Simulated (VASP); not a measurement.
Runs of VASP 6.6.1 on SrB. The structure is that of space group Fm-3m (No. 225), or close to it. The cells are those of the table. 

```tsv
task	cell	k mesh	cutoff (eV)	k mesh for the DOS	occupations for the DOS	gap on the mesh (eV)	pressure (GPa)	relaxed volume (Å³/atom)
single point	a = 3.747 Å, angles 60.0°, 2 atoms	6 × 6 × 6	520	-	-	none	(a)	-
relaxation of cell and atoms	relaxed from a = 3.747 Å, angles 60.0°, 2 atoms	6 × 6 × 6	600	-	-	none	0.1	26.49
relaxation of cell and atoms	relaxed from a = 4.213 Å, angles 60.0°, 2 atoms	16 × 16 × 16	600	-	-	none	0.0	26.55
single point	a = 4.217 Å, angles 60.0°, 2 atoms	16 × 16 × 16	520	-	-	none	0.1	-
```

Alike in all rows: level PBE; potentials or basis VASP PAW PBE potentials, release 64 (Sr_sv, B); no spin polarisation; smearing gaussian 0.1 eV.

Q: Fill in the values left out.

A: (a) 23.5.

Caveats: the volume moved by over 15 % at a fixed basis, so the end points are rough (some runs).

A k mesh can miss the band edges, and the runs leave out spin-orbit coupling on Sr.

A gap of «none» marks levels without a gap at the run's occupations.
